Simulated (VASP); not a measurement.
# InP (Fm-3m) in VASP: further runs, part 2 of 2

VASP 6.6.1. Earlier steps stand in the parts before.

## 4. Electric field gradients, LDA (23.04 Å³/atom)

This run uses another cell than the first one, of 23.04 Å³/atom.

The input, INCAR:

```
  PREC = Accurate
  ENCUT = 520
  EDIFF = 1E-8
  ISMEAR = -1
  SIGMA = 0.05
  LREAL = False
  LASPH = True
  NELM = 100
  ALGO = Normal
  ISIF = 2
  LWAVE = False
  LCHARG = False
  GGA = CA
  LEFG = True
  NBANDS = 16
```

The input, KPOINTS:

```
regular mesh
0
Gamma
  11 11 11
```

The input, POSCAR:

```
InP
1.0
    0.0000000000      2.8454514337      2.8454514337
    2.8454514337      0.0000000000      2.8454514337
    2.8454514337      2.8454514337      0.0000000000
In P
1 1
Direct
    0.0000000000      0.0000000000      0.0000000000
    0.5000000000      0.5000000000      0.5000000000
```

Potentials or basis: VASP PAW LDA potentials, release 64 (In_d, P).

Command:

```console
$ cat potpaw_LDA.64/In_d/POTCAR potpaw_LDA.64/P/POTCAR > POTCAR
$ mpirun -np 1 vasp_std > vasp.out
```

OUTCAR:

```text
PREC = Accurate
   ENCUT = 520
   EDIFF = 1E-8
   ISMEAR = -1
   LREAL = False
   LASPH = True
   NELM = 100
   ISIF = 2
   GGA = CA

 ion  position               nearest neighbor table
   1  0.000  0.000  0.000-   2 2.85   2 2.85   2 2.85   2 2.85   2 2.85   2 2.85
   2  0.500  0.500  0.500-   1 2.85   1 2.85   1 2.85   1 2.85   1 2.85   1 2.85

  LATTYP: Found a face centered cubic cell.
 ALAT       =     5.6909028674

  Lattice vectors:

 A1 = (   0.0000000000,   2.8454514337,   2.8454514337)
 A2 = (   2.8454514337,   0.0000000000,   2.8454514337)
 A3 = (   2.8454514337,   2.8454514337,   0.0000000000)

Analysis of symmetry for initial positions (statically):
=====================================================================
 Subroutine PRICEL returns:
 Original cell was already a primitive cell.

 Routine SETGRP: Setting up the symmetry group for a
 face centered cubic supercell.

 Subroutine GETGRP returns: Found 48 space group operations
 (whereof 48 operations were pure point group operations)
 out of a pool of 48 trial point group operations.

The static configuration has the point symmetry O_h .

Analysis of symmetry for dynamics (positions and initial velocities):
=====================================================================
 Subroutine PRICEL returns:
 Original cell was already a primitive cell.

 Routine SETGRP: Setting up the symmetry group for a
 face centered cubic supercell.

 Subroutine GETGRP returns: Found 48 space group operations
 (whereof 48 operations were pure point group operations)
 out of a pool of 48 trial point group operations.

The dynamic configuration has the point symmetry O_h .

[... 149 lines left out ...]
 cond. band min:       5.8827049451   @ k =  -0.0909   0.0909   0.0000
 fundamental gap:      0.0451169754
 Fermi energy:         5.8543496514

 k-point     1 :       0.0000    0.0000    0.0000
  band No.  band energies     occupation
      1      -8.1820      2.00000
      2      -8.1820      2.00000
      3      -8.1626      2.00000
      4      -8.1626      2.00000
      5      -8.1626      2.00000
      6      -5.5528      2.00000
[... 433 lines left out ...]
      3      -8.1596      2.00000
      4      -8.1347      2.00000
      5      -8.1238      2.00000
      6      -4.5828      2.00000
[... 8 lines left out ...]
     15      15.4636      0.00000
     16      16.6550      0.00000

 [... further k-points ...]
[... 5 lines left out ...]
  --------------------------------------------------------------------------------------
  -------------------------------------------------------------------------------------
  Total       -2.6645670     -2.6645670     -2.6645670      0.0000000      0.0000000     -0.0000000
  in kB      -92.6517668    -92.6517668    -92.6517668      0.0000000      0.0000000     -0.0000000
  external PRESSURE =     -92.6517668 kB  Pullay stress =       0.0000000 kB

 VOLUME and BASIS-vectors are now :
 -----------------------------------------------------------------------------
  energy-cutoff  :      520.00
  volume of cell :       46.08
      direct lattice vectors                 reciprocal lattice vectors
     0.000000000  2.845451434  2.845451434    -0.175719042  0.175719042  0.175719042
     2.845451434  0.000000000  2.845451434     0.175719042 -0.175719042  0.175719042
     2.845451434  2.845451434  0.000000000     0.175719042  0.175719042 -0.175719042

 POSITION                                       TOTAL-FORCE (eV/Angst)
 -----------------------------------------------------------------------------------
      0.00000      0.00000      0.00000         0.000000     -0.000000      0.000000
      2.84545      2.84545      2.84545        -0.000000      0.000000     -0.000000
 -----------------------------------------------------------------------------------
    total drift:                               -0.000000      0.000000      0.000000

  FREE ENERGIE OF THE ION-ELECTRON SYSTEM (eV)
  ---------------------------------------------------
  free  energy   TOTEN  =        -9.1189593019 eV

  energy  without entropy=       -9.1113373886  energy(sigma->0) =       -9.11514835

 Electric field gradients (V/A^2)
---------------------------------------------------------------------
 ion       V_xx      V_yy      V_zz      V_xy      V_xz      V_yz
---------------------------------------------------------------------
   1      -0.000     0.000     0.000    -0.001    -0.001    -0.001
   2      -0.000     0.000    -0.000    -0.000    -0.000    -0.000
---------------------------------------------------------------------

 Electric field gradients after diagonalization (V/A^2)
 (convention: |V_zz| > |V_xx| > |V_yy|)
----------------------------------------------------------------------
 ion       V_xx      V_yy      V_zz     asymmetry (V_yy - V_xx)/ V_zz
----------------------------------------------------------------------
   1       0.001     0.001    -0.001       0.000
   2       0.000     0.000    -0.000       0.000
----------------------------------------------------------------------

           NMR quadrupolar parameters

 Cq : quadrupolar parameter    Cq=e*Q*V_zz/h
 eta: asymmetry parameters     (V_yy - V_xx)/ V_zz
 Q  : nuclear electric quadrupole moment in mb (millibarn)
----------------------------------------------------------------------
 ion       Cq(MHz)       eta       Q (mb)
----------------------------------------------------------------------
   1      -0.000       0.000       1.000
   2      -0.000       0.000       1.000
----------------------------------------------------------------------
```

OSZICAR:

```text
N       E                     dE             d eps       ncg     rms          rms(c)
DAV:   1     0.107123784779E+03    0.10712E+03   -0.84076E+03  1808   0.130E+03
DAV:   2    -0.254534748817E+01   -0.10967E+03   -0.10509E+03  2032   0.304E+02
DAV:   3    -0.920734357639E+01   -0.66620E+01   -0.65114E+01  2368   0.702E+01
DAV:   4    -0.937567794440E+01   -0.16833E+00   -0.16828E+00  2232   0.118E+01
DAV:   5    -0.938383717892E+01   -0.81592E-02   -0.81589E-02  2656   0.227E+00    0.419E+00
DAV:   6    -0.913266510638E+01    0.25117E+00   -0.47294E-01  2712   0.104E+01    0.236E+00
DAV:   7    -0.912224758455E+01    0.10418E-01   -0.45862E-02  2448   0.160E+00    0.103E+00
DAV:   8    -0.911902355488E+01    0.32240E-02   -0.36218E-03  2136   0.668E-01    0.874E-02
DAV:   9    -0.911895739718E+01    0.66158E-04   -0.18587E-04  2824   0.181E-01    0.612E-02
DAV:  10    -0.911895940621E+01   -0.20090E-05   -0.17515E-05  2224   0.332E-02    0.188E-02
DAV:  11    -0.911895931014E+01    0.96068E-07   -0.19720E-06  2536   0.138E-02    0.356E-03
DAV:  12    -0.911895930348E+01    0.66573E-08   -0.25699E-07  2392   0.823E-03    0.148E-03
DAV:  13    -0.911895930193E+01    0.15561E-08   -0.12567E-08  1552   0.179E-03
   1 F= -.91189593E+01 E0= -.91151483E+01  d E =-.762191E-02
```

stdout:

```text
POSCAR found type information on POSCAR InP
 POSCAR found :  2 types and       2 ions
 scaLAPACK will be used
 LDA part: xc-table for (Slater(with rela. corr.)+CA(PZ))
 , standard interpolation
 POSCAR, INCAR and KPOINTS ok, starting setup
 FFT: planning ... GRIDC
 FFT: planning ... GRID_SOFT
 FFT: planning ... GRID
 WAVECAR not read
 entering main loop
ion   1

ion   2
```

It took 46 s on 1 thread of Intel Xeon 8259CL, shared host; peak memory 0.17 GiB.

Results:

```yaml
Free_energy: -9.1190 eV
Pressure: -9.3 GPa
Band_gap_on_the_k_mesh: zero (bands 9 and 10 overlap by 2.36 eV)
Largest_electric_field_gradient_by_atom: zero within the noise of the run
```

Caveat: the cell stands under tension; spin-orbit coupling is left out, which moves the levels of the heavy elements.

## 5. Electric field gradients, LDA (23.50 Å³/atom)

This run uses another cell than the first one, of 23.50 Å³/atom.

The input, INCAR:

```
PREC = Accurate
ENCUT = 520
EDIFF = 1E-8
ISMEAR = -1
SIGMA = 0.05
LREAL = False
LASPH = True
NELM = 80
ALGO = Normal
ISIF = 2
LWAVE = False
LCHARG = False
LEFG = True
NBANDS = 16
```

KPOINTS is that of step 4.

The input, POSCAR:

```
InP
1.0
    0.0000000000      2.8644851195      2.8644851195
    2.8644851195      0.0000000000      2.8644851195
    2.8644851195      2.8644851195      0.0000000000
In P
1 1
Direct
    0.0000000000      0.0000000000      0.0000000000
    0.5000000000      0.5000000000      0.5000000000
```

Potentials or basis: VASP PAW LDA potentials, release 64 (In_d, P).

Command:

```console
$ cat potpaw_LDA.64/In_d/POTCAR potpaw_LDA.64/P/POTCAR > POTCAR
$ mpirun -np 1 vasp_std > vasp.out
```

OUTCAR:

```text
PREC = Accurate
   ENCUT = 520
   EDIFF = 1E-8
   ISMEAR = -1
   LREAL = False
   LASPH = True
   NELM = 80
   ISIF = 2

 ion  position               nearest neighbor table
   1  0.000  0.000  0.000-   2 2.86   2 2.86   2 2.86   2 2.86   2 2.86   2 2.86
   2  0.500  0.500  0.500-   1 2.86   1 2.86   1 2.86   1 2.86   1 2.86   1 2.86

  LATTYP: Found a face centered cubic cell.
 ALAT       =     5.7289702390

  Lattice vectors:

 A1 = (   0.0000000000,   2.8644851195,   2.8644851195)
 A2 = (   2.8644851195,   0.0000000000,   2.8644851195)
 A3 = (   2.8644851195,   2.8644851195,   0.0000000000)

Analysis of symmetry for initial positions (statically):
[... 667 lines left out ...]

  energy  without entropy=       -9.0553076472  energy(sigma->0) =       -9.05925766

 Electric field gradients (V/A^2)
---------------------------------------------------------------------
 ion       V_xx      V_yy      V_zz      V_xy      V_xz      V_yz
---------------------------------------------------------------------
   1       0.000    -0.000    -0.000    -0.001    -0.001    -0.001
   2      -0.000     0.000    -0.000    -0.000    -0.000    -0.000
---------------------------------------------------------------------

 Electric field gradients after diagonalization (V/A^2)
 (convention: |V_zz| > |V_xx| > |V_yy|)
----------------------------------------------------------------------
 ion       V_xx      V_yy      V_zz     asymmetry (V_yy - V_xx)/ V_zz
----------------------------------------------------------------------
   1       0.001     0.001    -0.003       0.000
   2       0.000     0.000    -0.000       0.000
----------------------------------------------------------------------

           NMR quadrupolar parameters

 Cq : quadrupolar parameter    Cq=e*Q*V_zz/h
 eta: asymmetry parameters     (V_yy - V_xx)/ V_zz
 Q  : nuclear electric quadrupole moment in mb (millibarn)
----------------------------------------------------------------------
 ion       Cq(MHz)       eta       Q (mb)
----------------------------------------------------------------------
   1      -0.000       0.000       1.000
   2      -0.000       0.000       1.000
----------------------------------------------------------------------
```

stdout:

```text
POSCAR found type information on POSCAR InP
 POSCAR found :  2 types and       2 ions
 scaLAPACK will be used
 LDA part: xc-table for (Slater(with rela. corr.)+CA(PZ))
 , standard interpolation
 POSCAR, INCAR and KPOINTS ok, starting setup
 FFT: planning ... GRIDC
 FFT: planning ... GRID_SOFT
 FFT: planning ... GRID
 WAVECAR not read
 entering main loop
ion   1

ion   2
```

Wall time 43 s (1 thread of Intel Xeon 8259CL, shared host); peak memory 0.17 GiB.

What came out:

| Quantity | Value |
| --- | --- |
| Free energy | -9.0632 eV |
| Pressure | -10.0 GPa |
| Band gap on the k mesh | zero (bands 9 and 10 overlap by 2.30 eV) |
| Largest electric field gradient by atom | zero within the noise of the run |

Caveat: the cell stands under tension; spin-orbit coupling is left out, which moves the levels of the heavy elements.

## 6. Overview

```tsv
cell	gap on the mesh (eV)	pressure (GPa)
a = 4.010 Å, angles 60.0°, 2 atoms	none	-8.8
a = 4.024 Å, angles 60.0°, 2 atoms	none	-9.3
a = 4.051 Å, angles 60.0°, 2 atoms	none	-10.0
```

Alike in all rows: task electric field gradients; level LDA; potentials or basis VASP PAW LDA potentials, release 64 (In_d, P); no spin polarisation; k mesh 11 × 11 × 11; cutoff (eV) 520; smearing fermi-dirac 0.05 eV.

Caveats: the cell stands under tension; spin-orbit coupling is left out, which moves the levels of the heavy elements.

Absolute energies hang on the potentials; compare differences alone.
